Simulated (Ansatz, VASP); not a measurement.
**One calculation of SnGe2, two programs**

```
Sn Ge
1.0
     0.00000    3.33836    3.33836
     3.33836    0.00000    3.33836
     3.33836    3.33836    0.00000
Sn Ge
1 2
Direct
  0.00000 0.00000 0.00000
  0.75000 0.75000 0.75000
  0.25000 0.25000 0.25000
```

Alike in both runs: functional PBEsol; k mesh 12 × 12 × 12; occupations fermi-dirac, width 0.15 eV; no spin polarisation.

Ansatz relaxed the structure, and its values are those at the end. VASP's run is a single point on that final structure, the one shown.

|  | VASP | Ansatz |
| --- | --- | --- |
| version | VASP 6.6.1 | Ansatz 0.2.0 |
| potentials or method | VASP PAW PBE potentials, release 64 (Sn_d, Ge_d), cutoff 520 eV | scalar-relativistic, plane waves, PAW |
| valence electrons in the cell | 42 | 42 |

|  | VASP | Ansatz | Ansatz less VASP |
| --- | --- | --- | --- |
| gap on the k mesh at the Fermi level (eV) | none | none | - |
| pressure (GPa) | 0.0 | 0.0 | -0.04 |

VASP's potentials were made for PBE, not for PBEsol. A gap of «none» marks a metal or a gap that the smearing closes.
